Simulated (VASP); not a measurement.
# H4WC16 in VASP: further runs

The runs below take H4WC16 through single point, with PBE+D3(BJ).

Program: VASP 6.6.1. These are calculated values, not measurements. Logs are shortened: lines on timing, memory, paths and dates and some standing lists are left out, and cuts for length are marked.

## Step 1: The cell of the first run

The cell holds a slab with vacuum, 21 atoms: a = 5.049 Å, b = 5.049 Å, c = 16.676 Å, α = 90.00°, β = 90.00°, γ = 60.00°.

## Step 2: Single point, PBE+D3(BJ)

Input file INCAR:

```
PREC = Accurate
ENCUT = 520
EDIFF = 1E-6
ISMEAR = -1
SIGMA = 0.05
LREAL = Auto
LASPH = T
NELM = 60
ALGO = Normal
ISIF = 2
LWAVE = F
LCHARG = F
GGA = PE
IVDW = 12
NBANDS = 57
```

Input file KPOINTS:

```
regular mesh
0
Gamma
  2 2 1
```

Input file POSCAR:

```
H4WC16
1.0
    5.0487420000      0.0000000000      0.0000000000
    2.5243710000      4.3723390000      0.0000000000
    0.0000000000      0.0000000000     16.6764260000
H C W
4 16 1
Direct
    0.1666721879      0.1666613682      0.0599648870
    0.6666779319      0.1666613682      0.0599648870
    0.1666715721      0.6666683439      0.0599648870
    0.6666575092      0.6666683439      0.0599648870
    0.1666721879      0.1666613682      0.1259262626
    0.6666779319      0.1666613682      0.1259262626
    0.1666715721      0.6666683439      0.1259262626
    0.6666575092      0.6666683439      0.1259262626
   -0.1666613682      0.3333227364      0.1568261689
    0.3333443758      0.3333227364      0.1568261689
   -0.1666619840      0.8333297121      0.1568261689
    0.3333437600      0.8333297121      0.1568261689
   -0.1648389987      0.3206064306      0.2546408925
    0.3302428886      0.3091022906      0.2533756334
   -0.1545668342      0.8230834800      0.2469354045
    0.3347959108      0.8288012435      0.2566137373
    0.0151922254      0.0032476896      0.2788607103
    0.5267973490     -0.0383318860      0.2855947671
    0.0134110729      0.4708463822      0.2731220706
    0.5065899841      0.4778449247      0.2811753550
    0.6774152629      0.1304107481      0.3713385590
```

Potentials or basis: VASP PAW PBE potentials, release 64 (H, C, W_sv).

The run is started by

```sh
cat potpaw_PBE.64/H/POTCAR potpaw_PBE.64/C/POTCAR potpaw_PBE.64/W_sv/POTCAR > POTCAR
mpirun -np 1 vasp_std > vasp.out
```

OUTCAR:

```text
PREC = Accurate
   ENCUT = 520
   EDIFF = 1E-6
   ISMEAR = -1
   LREAL = Auto
   LASPH = T
   NELM = 60
   ISIF = 2
   GGA = PE
   IVDW = 12
 IVDW          = 12

 ion  position               nearest neighbor table
   1  0.167  0.167  0.060-   5 1.10
   2  0.667  0.167  0.060-   6 1.10
   3  0.167  0.667  0.060-   7 1.10
   4  0.667  0.667  0.060-   8 1.10
   5  0.167  0.167  0.126-   1 1.10  12 1.55   9 1.55  10 1.55
   6  0.667  0.167  0.126-   2 1.10   9 1.55  11 1.55  10 1.55
   7  0.167  0.667  0.126-   3 1.10  11 1.55  12 1.55  10 1.55
   8  0.667  0.667  0.126-   4 1.10  12 1.55  11 1.55   9 1.55
   9  0.833  0.333  0.157-   6 1.55   5 1.55   8 1.55  13 1.63
  10  0.333  0.333  0.157-   6 1.55   5 1.55   7 1.55  14 1.62
  11  0.833  0.833  0.157-  15 1.50   6 1.55   7 1.55   8 1.55
  12  0.333  0.833  0.157-   8 1.55   5 1.55   7 1.55  16 1.66
  13  0.835  0.321  0.255-  17 1.45  19 1.47  20 1.50   9 1.63  21 2.47
  14  0.330  0.309  0.253-  19 1.42  20 1.58  10 1.62  18 1.62  21 2.48
  15  0.845  0.823  0.247-  11 1.50  18 1.54  19 1.60  17 1.62  21 2.47
  16  0.335  0.829  0.257-  17 1.45  18 1.51  20 1.59  12 1.66
  17  0.015  0.003  0.279-  16 1.45  13 1.45  15 1.62  21 2.15
  18  0.527  0.962  0.286-  16 1.51  15 1.54  14 1.62  21 2.00
  19  0.013  0.471  0.273-  14 1.42  13 1.47  15 1.60
  20  0.507  0.478  0.281-  13 1.50  14 1.58  16 1.59  21 2.14
  21  0.677  0.130  0.371-  18 2.00  20 2.14  17 2.15  13 2.47  15 2.47  14 2.48

  LATTYP: Found a hexagonal cell.
 ALAT       =     5.0487421480
 C/A-ratio  =     3.3030853055

  Lattice vectors:

 A1 = (  -2.5243710000,  -4.3723390000,   0.0000000000)
 A2 = (   5.0487420000,   0.0000000000,   0.0000000000)
 A3 = (   0.0000000000,   0.0000000000,  16.6764260000)

Analysis of symmetry for initial positions (statically):
=====================================================================
 Subroutine PRICEL returns:
 Original cell was already a primitive cell.

 Routine SETGRP: Setting up the symmetry group for a
 hexagonal supercell.

 Subroutine GETGRP returns: Found  1 space group operations
 (whereof  1 operations were pure point group operations)
 out of a pool of 24 trial point group operations.

The static configuration has the point symmetry C_1 .

Analysis of symmetry for dynamics (positions and initial velocities):
=====================================================================
 Subroutine PRICEL returns:
 Original cell was already a primitive cell.

 Routine SETGRP: Setting up the symmetry group for a
 hexagonal supercell.

[... 121 lines left out ...]
   EDIFF  = 0.1E-05   stopping-criterion for ELM
   LREAL  =      T    real-space projection
   EDIFFG = 0.1E-04   stopping-criterion for IOM
   NSW    =      0    number of steps for IOM
[... 5 lines left out ...]
   TEBEG  =    0.0;   TEEND  =   0.0 temperature during run
   PSTRESS=    0.0 pullay stress
   NELECT =      82.0000    total number of electrons
   NUPDOWN=      -1.0000    fix difference up-down
   EMIN   =  10.00;   EMAX   =-10.00  energy-range for DOS
   EFERMI =   0.00;   METHOD = LEGACY
   ISMEAR =    -1;   SIGMA  =   0.05  broadening in eV -4-tet -1-fermi 0-gaus
   EFERMI_NEDOS =   21; number of points for ismear=-14 and -15
   IALGO  =     38    algorithm
   IMIX   =      4    mixing-type and parameters
     AMIX     =   0.40;   BMIX     =  1.00
     AMIX_MAG =   1.60;   BMIX_MAG =  1.00
  volume/ion in A,a.u.               =      17.53       118.30
  Fermi-wavevector in a.u.,A,eV,Ry     =   0.992383  1.875333 13.399353  0.984825
  Thomas-Fermi vector in A             =   2.124191
   LORBIT       =      0    0 simple, 1 ext, 2 COOP (PROOUT), +10 PAW based schemes
   GGA     = PE    functional components
   LHFCALC =     F    Hartree Fock is set to
   AEXX    =    0.0000 exact exchange contribution
   IVDW    =    12    specifies the selected vdW correction
   LEPSILON=     F    determine dielectric tensor
   LRPA    =     F    only Hartree local field effects (RPA)
 non-spin polarized calculation
  energy-cutoff  :      520.00
  volume of cell :      368.13
 maximum number of plane-waves:      9915
 NGX is ok and might be reduce to    40
   NGX = 19   NGY = 19   NGZ = 63

 number of electron      82.0000004 magnetization

 Free energy of the ion-electron system (eV)
  ---------------------------------------------------
  ext. energy  EPLUGINS =         0.00000000
  ---------------------------------------------------
  free energy    TOTEN  =      -161.50571927 eV

  energy without entropy =     -161.45056251  energy(sigma->0) =     -161.47814089

 E-fermi :   1.1315     XC(G=0):  -5.5171

 val. band max:        1.0702075183   @ k =   0.0000   0.0000   0.0000
 cond. band min:       1.2096744803   @ k =   0.0000   0.0000   0.0000
 fundamental gap:      0.1394669620
 Fermi energy:         1.1314535333

 k-point     1 :       0.0000    0.0000    0.0000
  band No.  band energies     occupation
      1     -73.6878      2.00000
      2     -38.0560      2.00000
      3     -37.9528      2.00000
      4     -37.8891      2.00000
      5     -20.0319      2.00000
      6     -17.4458      2.00000
[... 213 lines left out ...]
     52       6.4408      0.00000
     53       6.5569      0.00000
 [bands above 53 left out]

------------------------ aborting loop because EDIFF is reached ----------------------------------------

 Edisp (eV)   -2.72456

 E8    (eV) :    -0.8907

  FORCE on cell =-STRESS in cart. coord.  units (eV):
  Direction    XX          YY          ZZ          XY          YZ          ZX
  --------------------------------------------------------------------------------------
  -------------------------------------------------------------------------------------
  Total       1.09811    -2.99406    -4.75797     0.47779     5.66086    -1.26020
  in kB       4.77920   -13.03078   -20.70774     2.07943    24.63731    -5.48465
  external pressure =       -9.65 kB  Pullay stress =        0.00 kB

 VOLUME and BASIS-vectors are now :
 -----------------------------------------------------------------------------
  energy-cutoff  :      520.00
  volume of cell :      368.13
      direct lattice vectors                 reciprocal lattice vectors
     5.048742000  0.000000000  0.000000000     0.198069143 -0.114355268  0.000000000
     2.524371000  4.372339000  0.000000000     0.000000000  0.228710537  0.000000000
     0.000000000  0.000000000 16.676426000     0.000000000  0.000000000  0.059964887

 POSITION                                       TOTAL-FORCE (eV/Angst)
 -----------------------------------------------------------------------------------
      1.26220      0.72870      1.00000        -0.027921     -0.037299     -0.192276
      3.78660      0.72870      1.00000        -0.013778     -0.003548     -0.194030
      2.52440      2.91490      1.00000         0.041971     -0.082139     -0.136040
      5.04870      2.91490      1.00000        -0.004303     -0.012337     -0.179863
      1.26220      0.72870      2.10000        -0.061321     -0.008518      1.556221
      3.78660      0.72870      2.10000         0.040176      0.138110      1.128213
[... 13 lines left out ...]
      3.76390      2.08930      4.68900        -1.001478      0.208405      0.899978
      3.74930      0.57020      6.19260         0.566758      0.590852     -0.359722
 -----------------------------------------------------------------------------------
    total drift:                                0.011873      0.003615     -0.058388

  FREE ENERGIE OF THE ION-ELECTRON SYSTEM (eV)
  ---------------------------------------------------
  free  energy   TOTEN  =      -164.2302749911 eV

  energy  without entropy=     -164.1751182220  energy(sigma->0) =     -164.20269661
```

Run time: 3.9 min. Hardware: 1 thread of Intel Xeon Platinum 8488C (Sapphire Rapids), shared host; peak memory 0.46 GiB.

Results:

* Free energy: -164.2303 eV
* Largest force: 4.712 eV/Å
* Band gap on the k mesh: 0.14 eV
* Dispersion energy per atom: -0.130 eV

Forces on the atoms (eV/Å):
```
H   -0.028 -0.037 -0.192
H   -0.014 -0.004 -0.194
H    0.042 -0.082 -0.136
H   -0.004 -0.012 -0.180
C   -0.061 -0.009  1.556
C    0.040  0.138  1.128
C    0.129  0.037  1.852
C   -0.152 -0.087  1.708
C   -0.358 -0.327 -1.357
C    0.046 -1.286 -1.032
C    0.047  0.245 -1.961
C    0.240 -0.193 -0.196
C    1.559  1.646 -2.876
C    2.485  0.486 -0.960
C    0.154 -2.312  1.840
C    1.256 -2.725  0.320
C   -4.031 -1.952  1.463
C   -0.536  2.169 -1.979
C   -0.378  3.505  0.657
C   -1.001  0.208  0.900
W    0.567  0.591 -0.360
```

Caveat: the k points lie up to 0.72 Å⁻¹ apart; the atoms stand as in a frame of molecular dynamics; there is no dipole correction, which matters where the two faces differ; spin-orbit coupling is left out, which moves the levels of the heavy elements.

## Step 3: Single point, PBE+D3(BJ)

Input file INCAR:

```
SYSTEM = H4WC16
  PREC = Accurate
  ENCUT = 520
  EDIFF = 1E-6
  ISMEAR = -1
  SIGMA = 0.05
  LREAL = Auto
  LASPH = .TRUE.
  NELM = 80
  ALGO = Normal
  ISIF = 2
  LWAVE = .FALSE.
  LCHARG = .FALSE.
  GGA = PE
  IVDW = 12
  NBANDS = 57
```

Input file KPOINTS:

```
Automatic mesh
0
G
  2 2 1
  0 0 0
```

Input file POSCAR:

```
H4WC16
1.0
    5.0487420000      0.0000000000      0.0000000000
    2.5243710000      4.3723390000      0.0000000000
    0.0000000000      0.0000000000     16.6764260000
H C W
4 16 1
Direct
    0.1666721879      0.1666613682      0.0599648870
    0.6666779319      0.1666613682      0.0599648870
    0.1666715721      0.6666683439      0.0599648870
    0.6666575092      0.6666683439      0.0599648870
    0.1666721879      0.1666613682      0.1259262626
    0.6666779319      0.1666613682      0.1259262626
    0.1666715721      0.6666683439      0.1259262626
    0.6666575092      0.6666683439      0.1259262626
   -0.1666613682      0.3333227364      0.1568261689
    0.3333443758      0.3333227364      0.1568261689
   -0.1666619840      0.8333297121      0.1568261689
    0.3333437600      0.8333297121      0.1568261689
   -0.1776486039      0.3222988885      0.2436973006
    0.3257280517      0.3430886763      0.2454422788
   -0.1889937732      0.8257822644      0.2452204087
    0.3378228369      0.8156961297      0.2542571172
   -0.0033432165     -0.0256384512      0.2764801043
    0.4935322104      0.0054204397      0.2808635375
   -0.0042992584      0.4973539334      0.2703277069
    0.4923196644      0.4989777783      0.2727203059
    0.6932423902      0.1698633157      0.3691498406
```

Potentials or basis: VASP PAW PBE potentials, release 64 (H, C, W_sv).

The run is started by

```sh
cat potpaw_PBE.64/H/POTCAR potpaw_PBE.64/C/POTCAR potpaw_PBE.64/W_sv/POTCAR > POTCAR
mpirun -np 1 vasp_std > vasp.out
```

Wall time 3.9 min (1 thread of Intel Xeon Platinum 8488C (Sapphire Rapids), shared host); peak memory 0.45 GiB.

Results (log left out):

* Free energy: -164.2784 eV
* Largest force: 4.353 eV/Å
* Band gap on the k mesh: 0.11 eV
* Dispersion energy per atom: -0.131 eV

Forces in eV/Å, atoms in the order of the input:
```
H   -0.032 -0.044 -0.121
H   -0.053 -0.034 -0.161
H   -0.028  0.052 -0.126
H   -0.075 -0.073 -0.155
C    0.039 -0.140  1.311
C   -0.140 -0.049  0.228
C    0.053  0.059  1.199
C   -0.185  0.129  0.814
C   -0.618 -0.783 -3.610
C   -0.011 -0.218 -3.055
C   -0.818  0.249 -2.988
C    0.105 -0.166 -0.739
C    3.106  0.708  2.967
C   -2.204 -1.263  1.394
C    2.724 -0.950  1.918
C   -0.352  4.012  0.162
C    0.079  1.887  0.410
C    0.163  0.175 -0.393
C   -1.966 -0.718  0.188
C    0.737 -2.933  2.399
W   -0.523  0.098 -1.644
```

Levels at points of the mesh, in eV from the valence-band top:
```
           k point  band 39  band 40  band 41  band 42  band 43  band 44
(0.00, 0.00, 0.00)    -1.29    -1.09     0.00     0.11     0.35     1.06
(0.50, 0.00, 0.00)    -2.08    -0.67    -0.16     0.19     0.33     1.48
(0.50, 0.50, 0.00)    -2.12    -0.66    -0.06     0.14     0.28     1.41
(0.00, 0.50, 0.00)    -2.16    -0.59    -0.15     0.17     0.31     1.38
```

Caveat: the k points lie up to 0.72 Å⁻¹ apart; the atoms stand as in a frame of molecular dynamics; there is no dipole correction, which matters where the two faces differ; spin-orbit coupling is left out, which moves the levels of the heavy elements.

## Step 4: Single point, PBE+D3(BJ)

Input file INCAR:

```
SYSTEM = H4WC16
PREC = Accurate
ENCUT = 520
EDIFF = 1E-6
ISMEAR = -1
SIGMA = 0.05
LREAL = Auto
LASPH = .True.
NELM = 100
ALGO = Normal
ISIF = 2
LWAVE = .False.
LCHARG = .False.
GGA = PE
IVDW = 12
NBANDS = 57
```

Input file KPOINTS:

```
Automatic mesh
0
Gamma
  2 2 1
  0 0 0
```

Input file POSCAR:

```
H4WC16
1.0
    5.0487420000      0.0000000000      0.0000000000
    2.5243710000      4.3723390000      0.0000000000
    0.0000000000      0.0000000000     16.6764260000
H C W
4 16 1
Direct
    0.1666721879      0.1666613682      0.0599648870
    0.6666779319      0.1666613682      0.0599648870
    0.1666715721      0.6666683439      0.0599648870
    0.6666575092      0.6666683439      0.0599648870
    0.1666721879      0.1666613682      0.1259262626
    0.6666779319      0.1666613682      0.1259262626
    0.1666715721      0.6666683439      0.1259262626
    0.6666575092      0.6666683439      0.1259262626
   -0.1666613682      0.3333227364      0.1568261689
    0.3333443758      0.3333227364      0.1568261689
   -0.1666619840      0.8333297121      0.1568261689
    0.3333437600      0.8333297121      0.1568261689
   -0.1328243860      0.3397266314      0.2500595751
    0.3375676446      0.3523285820      0.2446567388
   -0.1446507118      0.8382698597      0.2457421033
    0.3516544234      0.8376294702      0.2519184866
    0.0031159436      0.0180910035      0.2795503065
    0.5180510726      0.0152092507      0.2702857315
    0.0172888092      0.5219174451      0.2775654688
    0.5099648085      0.5127690236      0.2811513690
    0.6732485755      0.1952730564      0.3670210871
```

Potentials or basis: VASP PAW PBE potentials, release 64 (H, C, W_sv).

The run is started by

```sh
cat potpaw_PBE.64/H/POTCAR potpaw_PBE.64/C/POTCAR potpaw_PBE.64/W_sv/POTCAR > POTCAR
mpirun -np 1 vasp_std > vasp.out
```

OUTCAR:

```text
SYSTEM = H4WC16
   PREC = Accurate
   ENCUT = 520
   EDIFF = 1E-6
   ISMEAR = -1
   LREAL = Auto
   LASPH = .True.
   NELM = 100
   ISIF = 2
   GGA = PE
   IVDW = 12
 IVDW          = 12

 ion  position               nearest neighbor table
   1  0.167  0.167  0.060-   5 1.10
   2  0.667  0.167  0.060-   6 1.10
   3  0.167  0.667  0.060-   7 1.10
[... 461 lines left out ...]
  -------------------------------------------------------------------------------------
  Total      -3.53588     0.78037     3.56767    -2.34181    -4.77341    -5.81052
  in kB     -15.38894     3.39634    15.52729   -10.19205   -20.77491   -25.28866
  external pressure =        1.18 kB  Pullay stress =        0.00 kB

 VOLUME and BASIS-vectors are now :
 -----------------------------------------------------------------------------
  energy-cutoff  :      520.00
  volume of cell :      368.13
      direct lattice vectors                 reciprocal lattice vectors
     5.048742000  0.000000000  0.000000000     0.198069143 -0.114355268  0.000000000
     2.524371000  4.372339000  0.000000000     0.000000000  0.228710537  0.000000000
     0.000000000  0.000000000 16.676426000     0.000000000  0.000000000  0.059964887

 POSITION                                       TOTAL-FORCE (eV/Angst)
 -----------------------------------------------------------------------------------
      1.26220      0.72870      1.00000         0.062977     -0.003554     -0.141064
      3.78660      0.72870      1.00000         0.082834      0.047256     -0.124676
      2.52440      2.91490      1.00000         0.103041      0.048184     -0.212650
      5.04870      2.91490      1.00000         0.048693      0.023877     -0.139029
      1.26220      0.72870      2.10000         0.016351     -0.142537      1.306591
      3.78660      0.72870      2.10000         0.058122     -0.052191      0.972191
[... 13 lines left out ...]
      3.86910      2.24200      4.68860         0.285317     -0.187269     -1.338179
      3.89200      0.85380      6.12060        -0.364636     -0.405054     -0.684994
 -----------------------------------------------------------------------------------
    total drift:                                0.008101      0.017401     -0.067557

  FREE ENERGIE OF THE ION-ELECTRON SYSTEM (eV)
  ---------------------------------------------------
  free  energy   TOTEN  =      -164.4787818540 eV

  energy  without entropy=     -164.4071170084  energy(sigma->0) =     -164.44294943
```

OSZICAR:

```text
N       E                     dE             d eps       ncg     rms          rms(c)
DAV:   1     0.617367114691E+03    0.61737E+03   -0.39072E+04   496   0.124E+03
DAV:   2    -0.103868667346E+03   -0.72124E+03   -0.68038E+03   604   0.303E+02
DAV:   3    -0.175583349491E+03   -0.71715E+02   -0.70816E+02   592   0.963E+01
[... 17 lines left out ...]
DAV:  21    -0.161722041997E+03   -0.25135E-04   -0.18473E-06   400   0.486E-03    0.153E-03
DAV:  22    -0.161722057808E+03   -0.15811E-04   -0.15591E-06   382   0.309E-03    0.991E-04
DAV:  23    -0.161722060301E+03   -0.24927E-05   -0.17681E-07   392   0.160E-03    0.313E-04
DAV:  24    -0.161722062413E+03   -0.21126E-05   -0.29024E-07   352   0.102E-03    0.220E-04
DAV:  25    -0.161722062844E+03   -0.43103E-06   -0.50671E-08   376   0.578E-04
   1 F= -.16447878E+03 E0= -.16444295E+03  d E =-.716648E-01
```

It took 3.6 min on 1 thread of Intel Xeon Platinum 8488C (Sapphire Rapids), shared host; peak memory 0.46 GiB.

What came out:

```yaml
Free_energy: -164.4788 eV
Largest_force: 3.421 eV/Å
Band_gap_on_the_k_mesh: 0.10 eV (least direct gap 0.12 eV)
Dispersion_energy_per_atom: -0.131 eV
```

Forces on the atoms (eV/Å):
```
H    0.063 -0.004 -0.141
H    0.083  0.047 -0.125
H    0.103  0.048 -0.213
H    0.049  0.024 -0.139
C    0.016 -0.143  1.307
C    0.058 -0.052  0.972
C    0.067  0.056  0.479
C   -0.034 -0.032  1.377
C    0.546  0.358 -1.191
C    0.776  0.956 -3.191
C    1.201  0.115 -2.889
C    0.282 -0.042 -0.761
C   -1.817  1.598  0.413
C    0.245 -0.723  2.198
C   -1.369  0.804  0.968
C   -0.473  1.315  1.664
C    1.557 -1.640 -0.546
C   -0.347 -0.208  2.789
C   -0.926 -1.886 -0.948
C    0.285 -0.187 -1.338
W   -0.365 -0.405 -0.685
```

Levels at points of the mesh, in eV from the valence-band top:
```tsv
k point	band 39	band 40	band 41	band 42	band 43	band 44
(0.00, 0.00, 0.00)	-1.37	-1.12	0.00	0.12	0.18	1.09
(0.50, 0.00, 0.00)	-2.03	-0.91	-0.18	0.10	0.35	1.58
(0.50, 0.50, 0.00)	-1.98	-0.79	-0.08	0.16	0.27	1.43
(0.00, 0.50, 0.00)	-2.08	-0.91	-0.23	0.11	0.39	1.65
```

Caveat: the k points lie up to 0.72 Å⁻¹ apart; the atoms stand as in a frame of molecular dynamics; there is no dipole correction, which matters where the two faces differ; spin-orbit coupling is left out, which moves the levels of the heavy elements.

## Step 5: The runs side by side

```tsv
cell	gap on the mesh (eV)	largest force (eV/Å)
as given, atomic positions A	0.14	4.71
as given, atomic positions B	0.11	4.35
as given, atomic positions C	0.10	3.42
```

Alike in all rows: task single point; level PBE+D3(BJ); potentials or basis VASP PAW PBE potentials, release 64 (H, C, W_sv); no spin polarisation; k mesh 2 × 2 × 1; cutoff (eV) 520; smearing fermi-dirac 0.05 eV.

Caveats: all runs use coarse meshes; the atoms stand as in a frame of molecular dynamics; there is no dipole correction, which matters where the two faces differ; spin-orbit coupling is left out, which moves the levels of the heavy elements.

Total energies depend on the potentials used, so only differences within one code and one set of settings carry meaning.
